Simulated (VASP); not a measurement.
# InP3 (R-3m) in VASP: further runs

Runs on InP3. Level: PBEsol. Tasks: single point.

Everything below comes from runs of VASP 6.6.1. Logs are shortened: lines on timing, memory, paths and dates and some standing lists are left out, and cuts for length are marked.

### Step 1. The cell of the first run

Symmetry: R-3m, No. 166, trigonal system. The conventional cell has a = 7.386 Å, b = 7.386 Å, c = 9.657 Å, α = 90.00°, β = 90.00°, γ = 120.00°. Within 3.4 Å of In (site symmetry 3m) lie 6 P at 2.61 to 2.83 Å. P (site symmetry m) has 2 P at 2.21 Å and 2 In at 2.61 to 2.83 Å within 2.9 Å.

### Step 2. Single point, PBEsol (19.01 Å³/atom)

The input, INCAR:

```
SYSTEM = InP3
PREC = Accurate
ENCUT = 520
EDIFF = 1E-6
ISMEAR = 0
SIGMA = 0.1
LREAL = .FALSE.
LASPH = .TRUE.
NELM = 60
ALGO = Normal
ISIF = 2
LWAVE = .FALSE.
LCHARG = .FALSE.
GGA = PS
NBANDS = 38
```

The input, KPOINTS:

```
regular mesh
0
G
  6 6 6
  0 0 0
```

The input, POSCAR:

```
InP3
1.0
    3.6929776112      2.1321416180      3.2190232995
   -3.6929776112      2.1321416180      3.2190232995
    0.0000000000     -4.2642832359      3.2190232995
In P
2 6
Direct
    0.2749767908      0.2749767908      0.2749767908
    0.7250232092      0.7250232092      0.7250232092
    0.7929932733      0.2399267243      0.7929932733
    0.7929932733      0.7929932733      0.2399267243
    0.2399267243      0.7929932733      0.7929932733
    0.2070067267      0.7600732757      0.2070067267
    0.7600732757      0.2070067267      0.2070067267
    0.2070067267      0.2070067267      0.7600732757
```

Potentials or basis: VASP PAW PBE potentials, release 64 (In_d, P).

Started as:

```console
$ cat potpaw_PBE.64/In_d/POTCAR potpaw_PBE.64/P/POTCAR > POTCAR
$ mpirun -np 1 vasp_std > vasp.out
```

OUTCAR:

```text
SYSTEM = InP3
   PREC = Accurate
   ENCUT = 520
   EDIFF = 1E-6
   ISMEAR = 0
   LREAL = .FALSE.
   LASPH = .TRUE.
   NELM = 60
   ISIF = 2
   GGA = PS

 ion  position               nearest neighbor table
   1  0.275  0.275  0.275-   6 2.61   7 2.61   8 2.61   8 2.83   6 2.83   7 2.83
   2  0.725  0.725  0.725-   3 2.61   5 2.61   4 2.61   4 2.83   5 2.83   3 2.83
   3  0.793  0.240  0.793-   8 2.21   7 2.21   2 2.61   2 2.83
   4  0.793  0.793  0.240-   6 2.21   7 2.21   2 2.61   2 2.83
   5  0.240  0.793  0.793-   8 2.21   6 2.21   2 2.61   2 2.83
   6  0.207  0.760  0.207-   4 2.21   5 2.21   1 2.61   1 2.83
   7  0.760  0.207  0.207-   4 2.21   3 2.21   1 2.61   1 2.83
   8  0.207  0.207  0.760-   3 2.21   5 2.21   1 2.61   1 2.83

  LATTYP: Found a trigonal (rhomboedric) cell.
 ALAT       =     5.3428665077
 COS(alpha) =     0.0444911842

  Lattice vectors:

 A1 = (   3.6929776112,   2.1321416180,   3.2190232995)
 A2 = (  -3.6929776112,   2.1321416180,   3.2190232995)
 A3 = (   0.0000000000,  -4.2642832359,   3.2190232995)

Analysis of symmetry for initial positions (statically):
=====================================================================
 Subroutine PRICEL returns:
 Original cell was already a primitive cell.

 Routine SETGRP: Setting up the symmetry group for a
 trigonal (rhombohedral) supercell.

 Subroutine GETGRP returns: Found 12 space group operations
 (whereof 12 operations were pure point group operations)
 out of a pool of 12 trial point group operations.

The static configuration has the point symmetry D_3d.

Analysis of symmetry for dynamics (positions and initial velocities):
=====================================================================
 Subroutine PRICEL returns:
 Original cell was already a primitive cell.

 Routine SETGRP: Setting up the symmetry group for a
 trigonal (rhombohedral) supercell.

 Subroutine GETGRP returns: Found 12 space group operations
 (whereof 12 operations were pure point group operations)
 out of a pool of 12 trial point group operations.

The dynamic configuration has the point symmetry D_3d.

 Subroutine INISYM returns: Found 12 space group operations
 (whereof 12 operations are pure point group operations),
 and found     1 'primitive' translations

----------------------------------------------------------------------------------------

                                     Primitive cell

  volume of cell :     152.0786

  direct lattice vectors                    reciprocal lattice vectors
     3.692977611  2.132141618  3.219023299     0.135392102  0.078168666  0.103551078
    -3.692977611  2.132141618  3.219023299    -0.135392102  0.078168666  0.103551078
     0.000000000 -4.264283236  3.219023299     0.000000000 -0.156337333  0.103551078

  length of vectors
     5.342866508  5.342866508  5.342866508     0.187521165  0.187521165  0.187521165

  position of ions in fractional coordinates (direct lattice)
     0.274976791  0.274976791  0.274976791
     0.725023209  0.725023209  0.725023209
     0.792993273  0.239926724  0.792993273
     0.792993273  0.792993273  0.239926724
     0.239926724  0.792993273  0.792993273
     0.207006727  0.760073276  0.207006727
     0.760073276  0.207006727  0.207006727
     0.207006727  0.207006727  0.760073276

  ion indices of the primitive-cell ions
   primitive index   ion index
                 1           1
                 2           2
                 3           3
                 4           4
                 5           5
                 6           6
                 7           7
                 8           8

----------------------------------------------------------------------------------------

 KPOINTS: regular mesh

Automatic generation of k-mesh.
 Grid dimensions read from file:
 generate k-points for:    6    6    6

 Generating k-lattice:

  Cartesian coordinates                     Fractional coordinates (reciprocal lattice)
     0.022565350  0.013028111  0.017258513     0.166666667 -0.000000000  0.000000000
    -0.022565350  0.013028111  0.017258513    -0.000000000  0.166666667  0.000000000
     0.000000000 -0.026056222  0.017258513     0.000000000  0.000000000  0.166666667

  Length of vectors
     0.031253528  0.031253528  0.031253528

  Shift w.r.t. Gamma in fractional coordinates (k-lattice)
     0.000000000  0.000000000  0.000000000

 Subroutine IBZKPT returns following result:
 ===========================================

 Found     32 irreducible k-points:

 Following reciprocal coordinates:
            Coordinates               Weight
  0.000000  0.000000  0.000000      1.000000
  0.166667 -0.000000  0.000000      6.000000
  0.333333  0.000000  0.000000      6.000000
  0.500000  0.000000  0.000000      3.000000
  0.166667  0.166667  0.000000      6.000000
  0.333333  0.166667  0.000000     12.000000
[... 16 lines left out ...]
  0.500000  0.500000  0.166667      6.000000
 -0.333333  0.500000  0.166667     12.000000
 [... further k-points ...]
   k-points           NKPTS =     32   k-points in BZ     NKDIM =     32   number of bands    NBANDS=     38
   number of dos      NEDOS =    301   number of ions     NIONS =      8
   total plane-waves  NPLWV =  64000
   dimension x,y,z NGX =    40 NGY =   40 NGZ =   40
   dimension x,y,z NGXF=    80 NGYF=   80 NGZF=   80
   ions per type =               2   6
   NGX,Y,Z   is equivalent  to a cutoff of  12.45, 12.45, 12.45 a.u.
   NGXF,Y,Z  is equivalent  to a cutoff of  24.89, 24.89, 24.89 a.u.
 SYSTEM =  InP3
   PREC   = accura    normal or accurate (medium, high low for compatibility)
   ISTART =      0    job   : 0-new  1-cont  2-samecut
   ICHARG =      2    charge: 1-file 2-atom 10-const
   ISPIN  =      1    spin polarized calculation?
   LNONCOLLINEAR =      F non collinear calculations
   LSORBIT =      F    spin-orbit coupling
   LASPH  =      T    aspherical Exc in radial PAW
   ENCUT  =  520.0 eV  38.22 Ry    6.18 a.u.   9.93  9.93  9.93*2*pi/ulx,y,z
   NELM   =     60;   NELMIN=  2; NELMDL= -5     # of ELM steps
   EDIFF  = 0.1E-05   stopping-criterion for ELM
   LREAL  =      F    real-space projection
   EDIFFG = 0.1E-04   stopping-criterion for IOM
   NSW    =      0    number of steps for IOM
   IBRION =     -1    ionic relax: 0-MD 1-quasi-New 2-CG
   NFREE  =      0    steps in history (QN), initial steepest desc. (CG)
   ISIF   =      2    stress and relaxation
   ISYM   =      2    0-nonsym 1-usesym 2-fastsym
   POTIM  = 0.5000    time-step for ionic-motion
   TEBEG  =    0.0;   TEEND  =   0.0 temperature during run
   PSTRESS=    0.0 pullay stress
   NELECT =      56.0000    total number of electrons
   NUPDOWN=      -1.0000    fix difference up-down
   EMIN   =  10.00;   EMAX   =-10.00  energy-range for DOS
   EFERMI =   0.00;   METHOD = LEGACY
   ISMEAR =     0;   SIGMA  =   0.10  broadening in eV -4-tet -1-fermi 0-gaus
   EFERMI_NEDOS =   21; number of points for ismear=-14 and -15
   IALGO  =     38    algorithm
   IMIX   =      4    mixing-type and parameters
     AMIX     =   0.40;   BMIX     =  1.00
     AMIX_MAG =   1.60;   BMIX_MAG =  1.00
  volume/ion in A,a.u.               =      19.01       128.28
  Fermi-wavevector in a.u.,A,eV,Ry     =   1.173406  2.217415 18.733598  1.376881
  Thomas-Fermi vector in A             =   2.309819
   LORBIT       =      0    0 simple, 1 ext, 2 COOP (PROOUT), +10 PAW based schemes
   GGA     = PS    functional components
   LHFCALC =     F    Hartree Fock is set to
   AEXX    =    0.0000 exact exchange contribution
   IVDW    =     0    specifies the selected vdW correction
   LEPSILON=     F    determine dielectric tensor
   LRPA    =     F    only Hartree local field effects (RPA)
 non-spin polarized calculation
 Gauss-broadening in eV      SIGMA  =   0.10
  energy-cutoff  :      520.00
  volume of cell :      152.08
 maximum number of plane-waves:      4122
   NGX = 19   NGY = 19   NGZ = 19

 number of electron      56.0000039 magnetization

 Free energy of the ion-electron system (eV)
  ---------------------------------------------------
  ext. energy  EPLUGINS =         0.00000000
  ---------------------------------------------------
  free energy    TOTEN  =       -41.31523451 eV

  energy without entropy =      -41.31172593  energy(sigma->0) =      -41.31348022

 E-fermi :   7.2290     XC(G=0): -10.5384

 val. band max:        7.2109283706   @ k =   0.0000   0.0000   0.0000
 cond. band min:       7.2528778217   @ k =   0.5000   0.5000   0.0000
 fundamental gap:      0.0419494511
 Fermi energy:         7.2289984459

 k-point     1 :       0.0000    0.0000    0.0000
  band No.  band energies     occupation
      1      -7.2996      2.00000
      2      -7.2996      2.00000
      3      -7.2276      2.00000
      4      -7.1365      2.00000
      5      -7.1365      2.00000
      6      -7.0400      2.00000
[... 30 lines left out ...]
     37      13.6172      0.00000
     38      14.2209      0.00000

 k-point     2 :       0.1667   -0.0000    0.0000
  band No.  band energies     occupation
      1      -7.3350      2.00000
      2      -7.2875      2.00000
      3      -7.1437      2.00000
      4      -7.1437      2.00000
      5      -7.1025      2.00000
      6      -7.0407      2.00000
[... 30 lines left out ...]
     37      12.7738      0.00000
     38      13.5464      0.00000

 k-point     3 :       0.3333    0.0000    0.0000
  band No.  band energies     occupation
      1      -7.3420      2.00000
      2      -7.2580      2.00000
      3      -7.1634      2.00000
      4      -7.1348      2.00000
      5      -7.0525      2.00000
      6      -7.0408      2.00000
[... 30 lines left out ...]
     37      12.8234      0.00000
     38      13.5599      0.00000

 k-point     4 :       0.5000    0.0000    0.0000
  band No.  band energies     occupation
      1      -7.3391      2.00000
      2      -7.2365      2.00000
      3      -7.1801      2.00000
      4      -7.1326      2.00000
      5      -7.0488      2.00000
      6      -7.0398      2.00000
[... 30 lines left out ...]
     37      12.8005      0.00000
     38      13.1345      0.00000
[... 703 lines left out ...]
      4      -7.1249      2.00000
      5      -7.0483      2.00000
      6      -7.0417      2.00000
[... 30 lines left out ...]
     37      12.2514      0.00000
     38      12.4028      0.00000

 k-point    23 :       0.5000    0.5000    0.1667
  band No.  band energies     occupation
      1      -7.2927      2.00000
      2      -7.1672      2.00000
      3      -7.1155      2.00000
      4      -7.1051      2.00000
      5      -7.0876      2.00000
      6      -7.0334      2.00000
[... 30 lines left out ...]
     37      11.7539      0.00000
     38      11.8551      0.00000

 k-point    24 :      -0.3333    0.5000    0.1667
  band No.  band energies     occupation
      1      -7.3097      2.00000
      2      -7.1684      2.00000
      3      -7.1362      2.00000
      4      -7.1129      2.00000
      5      -7.0659      2.00000
      6      -7.0378      2.00000
[... 30 lines left out ...]
     37      11.9614      0.00000
     38      12.0306      0.00000

 [... further k-points ...]
[... 5 lines left out ...]
  --------------------------------------------------------------------------------------
  -------------------------------------------------------------------------------------
  Total        1.7578214      1.7578214      1.7905734     -0.0000000      0.0000000      0.0000000
  in kB       18.5189877     18.5189877     18.8640359     -0.0000000      0.0000000      0.0000000
  external PRESSURE =      18.6340038 kB  Pullay stress =       0.0000000 kB

 VOLUME and BASIS-vectors are now :
 -----------------------------------------------------------------------------
  energy-cutoff  :      520.00
  volume of cell :      152.08
      direct lattice vectors                 reciprocal lattice vectors
     3.692977611  2.132141618  3.219023299     0.135392102  0.078168666  0.103551078
    -3.692977611  2.132141618  3.219023299    -0.135392102  0.078168666  0.103551078
     0.000000000 -4.264283236  3.219023299     0.000000000 -0.156337333  0.103551078

 POSITION                                       TOTAL-FORCE (eV/Angst)
 -----------------------------------------------------------------------------------
      0.00000      0.00000      2.65547        -0.000000      0.000000      0.000322
      0.00000      0.00000      7.00160        -0.000000     -0.000000     -0.000322
      2.04246     -1.17922      5.87766         0.016215     -0.009362      0.019654
      0.00000      2.35843      5.87766        -0.000000      0.018724      0.019654
     -2.04246     -1.17922      5.87766        -0.016215     -0.009362      0.019654
     -2.04246      1.17922      3.77941        -0.016215      0.009362     -0.019654
      2.04246      1.17922      3.77941         0.016215      0.009362     -0.019654
      0.00000     -2.35843      3.77941        -0.000000     -0.018724     -0.019654
 -----------------------------------------------------------------------------------
    total drift:                               -0.000000      0.000000     -0.000000

  FREE ENERGIE OF THE ION-ELECTRON SYSTEM (eV)
  ---------------------------------------------------
  free  energy   TOTEN  =       -41.3152345140 eV

  energy  without entropy=      -41.3117259321  energy(sigma->0) =      -41.31348022
```

It took 74 s on 1 thread of Intel Xeon 6975P-C (Granite Rapids), shared host; peak memory 0.32 GiB.

What came out:

- Free energy: -41.3152 eV
- Pressure: 1.9 GPa
- Largest force: 0.027 eV/Å
- Band gap on the k mesh: zero (bands 28 and 29 overlap by 0.43 eV)

Forces on the atoms (eV/Å):
```
In   0.000  0.000  0.000
In   0.000  0.000  0.000
P    0.016 -0.009  0.020
P    0.000  0.019  0.020
P   -0.016 -0.009  0.020
P   -0.016  0.009 -0.020
P    0.016  0.009 -0.020
P    0.000 -0.019 -0.020
```

Caveat: semilocal functionals underestimate gaps, and a narrow one can read as zero; the PAW data sets were made with another functional, which shifts forces and pressure a little; spin-orbit coupling is left out, which moves the levels of the heavy elements.

### Step 3. Single point, PBEsol

This run uses another cell than the first one, of 19.60 Å³/atom.

The input, INCAR:

```
SYSTEM = InP3
ALGO = Normal
EDIFF = 1E-6
ENCUT = 520
GGA = PS
ISIF = 2
ISMEAR = 0
LASPH = .TRUE.
LCHARG = .FALSE.
LREAL = .FALSE.
LWAVE = .FALSE.
NBANDS = 38
NELM = 100
PREC = Accurate
SIGMA = 0.1
```

The input, KPOINTS:

```
k-points
0
G
  6 6 6
  0 0 0
```

The input, POSCAR:

```
InP3
1.0
    3.7149865199      2.1448484673      3.2793762787
   -3.7149865199      2.1448484673      3.2793762787
    0.0000000000     -4.2896969347      3.2793762787
In P
2 6
Direct
    0.2732789770      0.2732789770      0.2732789770
    0.7267210230      0.7267210230      0.7267210230
    0.7947108744      0.2411926268      0.7947108744
    0.7947108744      0.7947108744      0.2411926268
    0.2411926268      0.7947108744      0.7947108744
    0.2052891256      0.7588073732      0.2052891256
    0.7588073732      0.2052891256      0.2052891256
    0.2052891256      0.2052891256      0.7588073732
```

Potentials or basis: VASP PAW PBE potentials, release 64 (In_d, P).

Started as:

```console
$ cat potpaw_PBE.64/In_d/POTCAR potpaw_PBE.64/P/POTCAR > POTCAR
$ mpirun -np 1 vasp_std > vasp.out
```

It took 76 s on 1 thread of Intel Xeon 6975P-C (Granite Rapids), shared host; peak memory 0.32 GiB.

The run converged. Its results:

| Property | Result |
| --- | --- |
| Free energy | -41.3453 eV |
| Pressure | 0.0 GPa |
| Largest force | 0.023 eV/Å |
| Band gap on the k mesh | zero (bands 28 and 29 overlap by 0.48 eV) |

Forces on the atoms (eV/Å):
```
In   0.000  0.000  0.003
In   0.000  0.000 -0.003
P    0.014 -0.008  0.017
P    0.000  0.016  0.017
P   -0.014 -0.008  0.017
P   -0.014  0.008 -0.017
P    0.014  0.008 -0.017
P    0.000 -0.016 -0.017
```

Levels at points of the mesh, in eV from the Fermi level:
| k point | band 24 | band 25 | band 26 | band 27 | band 28 | band 29 | band 30 | band 31 | band 32 | band 33 |
| --- | --- | --- | --- | --- | --- | --- | --- | --- | --- | --- |
| (0.00, 0.00, 0.00) | -2.27 | -2.27 | -2.11 | -0.70 | -0.70 | -0.22 | -0.20 | 2.01 | 2.30 | 2.30 |
| (0.50, 0.00, 0.00) | -2.57 | -2.55 | -1.53 | -1.12 | -1.08 | 0.32 | 2.57 | 2.58 | 3.11 | 3.36 |
| (0.50, 0.50, 0.00) | -2.55 | -1.41 | -0.79 | -0.62 | 0.03 | 1.26 | 1.41 | 2.19 | 2.40 | 3.48 |
| (0.50, 0.50, 0.50) | -1.06 | 0.05 | 0.05 | 0.18 | 0.18 | 1.58 | 1.68 | 1.68 | 1.84 | 1.84 |

Caveat: semilocal functionals underestimate gaps, and a narrow one can read as zero; the PAW data sets were made with another functional, which shifts forces and pressure a little; spin-orbit coupling is left out, which moves the levels of the heavy elements.

(Part 1 of 2 ends here.)

The gap in the log of VASP goes by the Fermi energy; the results here count the filled bands.